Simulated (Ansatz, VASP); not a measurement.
PbO: VASP beside Ansatz

The input INCAR:

```
ALGO = Normal ; EDIFF = 1E-6
ENCUT = 520 ; GGA = PE
ISIF = 2 ; ISMEAR = 0
LASPH = True ; LCHARG = True
LELF = True ; LREAL = False
LVHAR = True ; LWAVE = False
NBANDS = 28 ; NELM = 100
PREC = Accurate ; SIGMA = 0.05
```

KPOINTS

```
k-points
0
Gamma
  8 8 6
```

File POSCAR:

```
PbO
1.0
    3.9147840000      0.0000000000      0.0000000000
    0.0000000000      3.9147840000      0.0000000000
    0.0000000000      0.0000000000      5.0220000000
Pb O
2 2
Direct
    0.0000000000      0.5000000000      0.2351000000
    0.5000000000      0.0000000000      0.7649000000
    0.0000000000      0.0000000000      0.0000000000
    0.5000000000      0.5000000000      0.0000000000
```

Input for Ansatz:

```yaml
crystal:
  lattice:
    - [3.914784, 0.0, 0.0]
    - [0.0, 3.914784, 0.0]
    - [0.0, 0.0, 5.022]
  atoms:
    - { symbol: Pb, position: [0.0, 0.5, 0.2351] }
    - { symbol: Pb, position: [0.5, 0.0, 0.7649] }
    - { symbol: O, position: [0.0, 0.0, 0.0] }
    - { symbol: O, position: [0.5, 0.5, 0.0] }
basis:
  ecutwfc: 420
kpoints:
  mp_grid: { grid: [8, 8, 6] }
hamiltonian:
  xc: pbe
scf:
  occupations: { method: gaussian, width: 0.05 }
output:
  forces: true
  stress: true
  eigenvalues: true
```

Change from the starting cell: strain -0.015 along x and y, +0.000 along z, atoms carried along.

Alike in both runs: task single point; functional PBE; k mesh 8 × 8 × 6; occupations gaussian, width 0.05 eV; no spin polarisation.

```csv
,VASP,Ansatz
version,VASP 6.6.1,Ansatz 0.2.0
potentials or method,"VASP PAW PBE potentials, release 64 (Pb_d, O), cutoff 520 eV","scalar-relativistic, plane waves, PAW"
valence electrons in the cell,40,40
```

Ansatz gave:

```
gap on the k mesh at the Fermi level (eV)                     : 1.15
least direct gap on the mesh (eV)                             : 2.38
pressure (GPa)                                                : 8.1
traceless stress, the component that is largest in VASP (GPa) : -1.46
rms of the force components (eV/Å)                            : 0.345
```

Problem. What did VASP give for the same quantities?

Solution. gap on the k mesh at the Fermi level (eV): 1.16; least direct gap on the mesh (eV): 2.39; pressure (GPa): 8.2; traceless stress, the component that is largest in VASP (GPa): -1.47; rms of the force components (eV/Å): 0.364.

Atom by atom the forces differ by 0.020 eV/Å (rms over components).

Spin-orbit coupling is off throughout.
